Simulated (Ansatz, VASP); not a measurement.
# AlN in VASP and in Ansatz

The input POSCAR:

```
AlN
1.0
    2.1849006262     -2.1849006262      0.0000000000
    2.1849006262      0.0000000000     -2.1849006262
   11.2885075752      7.4651499694      7.4651499694
Al N
6 6
Direct
    0.7691298600     -0.2308701400      0.3958000000
    0.1996798600      0.1996798600      0.2291333333
    0.3385798600      0.3385798600      0.5624666667
    0.4774798600      0.4774798600      0.8958000000
   -0.0919701400     -0.0919701400      0.7291333333
    0.6302298600      0.6302298600      0.0624666667
    0.4114923600      0.4114923600      0.4374666667
    0.8420423600      0.8420423600      0.2708000000
   -0.0190576400     -0.0190576400      0.6041333333
    0.1198423600      0.1198423600      0.9374666667
   -0.4496076400     -0.4496076400      0.7708000000
    0.2725923600      0.2725923600      0.1041333333
```

Contents of INCAR.step1:

```
  PREC = Accurate
  ENCUT = 520
  ISMEAR = 0
  SIGMA = 0.05
  LREAL = F
  LASPH = T
  NELM = 80
  NBANDS = 36
  GGA = PE
  ALGO = Normal
  EDIFF = 1E-4
  LWAVE = T
  LCHARG = F
```

File INCAR.step2:

```
  PREC = Accurate
  ENCUT = 520
  EDIFF = 1E-6
  ISMEAR = 0
  SIGMA = 0.05
  LREAL = F
  LASPH = T
  NELM = 80
  ALGO = Normal
  ISIF = 2
  LWAVE = F
  LCHARG = T
  METAGGA = R2SCAN
  LMIXTAU = T
  LELF = T
  LVHAR = T
  NBANDS = 36
  ISTART = 1
```

The input KPOINTS:

```
regular mesh
0
Gamma
  8 8 2
```

Input for Ansatz:

```yaml
crystal:
  lattice:
    - [2.1849006262, -2.1849006262, 0.0]
    - [2.1849006262, 0.0, -2.1849006262]
    - [11.2885075752, 7.4651499694, 7.4651499694]
  atoms:
    - { symbol: Al, position: [0.76912986, -0.23087014, 0.3958] }
    - { symbol: Al, position: [0.19967986, 0.19967986, 0.2291333333] }
    - { symbol: Al, position: [0.33857986, 0.33857986, 0.5624666667] }
    - { symbol: Al, position: [0.47747986, 0.47747986, 0.8958] }
    - { symbol: Al, position: [-0.09197014, -0.09197014, 0.7291333333] }
    - { symbol: Al, position: [0.63022986, 0.63022986, 0.0624666667] }
    - { symbol: "N", position: [0.41149236, 0.41149236, 0.4374666667] }
    - { symbol: "N", position: [0.84204236, 0.84204236, 0.2708] }
    - { symbol: "N", position: [-0.01905764, -0.01905764, 0.6041333333] }
    - { symbol: "N", position: [0.11984236, 0.11984236, 0.9374666667] }
    - { symbol: "N", position: [-0.44960764, -0.44960764, 0.7708] }
    - { symbol: "N", position: [0.27259236, 0.27259236, 0.1041333333] }
basis:
  ecutwfc: 500
kpoints:
  mp_grid: { grid: [8, 8, 2] }
hamiltonian:
  xc: r2scan
scf:
  occupations: { method: gaussian, width: 0.05 }
output:
  forces: true
  stress: true
  eigenvalues: true
```

Alike in both runs: task single point; functional r2SCAN; k mesh 8 × 8 × 2; occupations gaussian, width 0.05 eV; no spin polarisation.

|  | VASP | Ansatz |
| --- | --- | --- |
| version | VASP 6.6.1 | Ansatz 0.2.0 |
| potentials or method | VASP PAW PBE potentials, release 64 (Al, N), cutoff 520 eV | scalar-relativistic, plane waves, PAW |
| valence electrons in the cell | 48 | 48 |

Ansatz gave:

```
gap on the k mesh at the Fermi level (eV)                     : 3.86
least direct gap on the mesh (eV)                             : 4.34
pressure (GPa)                                                : -2.1
traceless stress, the component that is largest in VASP (GPa) : 2.97
rms of the force components (eV/Å)                            : 0.198
```

Problem. What did VASP give for the same quantities?

Solution. gap on the k mesh at the Fermi level (eV): 3.85; least direct gap on the mesh (eV): 4.38; pressure (GPa): -2.5; traceless stress, the component that is largest in VASP (GPa): 2.96; rms of the force components (eV/Å): 0.196.

VASP's potentials were made for PBE, not for r2SCAN. Atom by atom the forces differ by 0.003 eV/Å (rms over components). With one functional, cell and mesh, what is left measures potentials, basis and numerics.
